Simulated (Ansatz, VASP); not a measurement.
# One calculation of PbI2, two programs

```
CELL_PARAMETERS angstrom
4.55500 0.00000 0.00000
-2.27750 3.94475 0.00000
0.00000 0.00000 6.97700
ATOMIC_POSITIONS crystal
Pb 0.00000 0.00000 0.00000
I 0.33333 0.66667 0.26500
I 0.66667 0.33333 0.73500
```

Alike in both runs: task single point; functional PBE; k mesh 3 × 3 × 2; no spin polarisation.

```csv
,VASP,Ansatz
version,VASP 6.6.1,Ansatz 0.2.0
potentials or method,"VASP PAW PBE potentials, release 64 (Pb_d, I), cutoff 500 eV","plane waves, PAW"
occupations,"gaussian, width 0.01 eV",fixed
valence electrons in the cell,28,48
```

|  | VASP | Ansatz | Ansatz less VASP |
| --- | --- | --- | --- |
| gap on the k mesh at the Fermi level (eV) | 2.21 | 2.21 | 0.000 |

VASP's potentials hold 28 valence electrons a cell and Ansatz's 48, so a difference there can come from the potentials and not from the codes.

The k mesh is coarse, so the values compare programs but aren't converged. Spin-orbit coupling is off throughout.
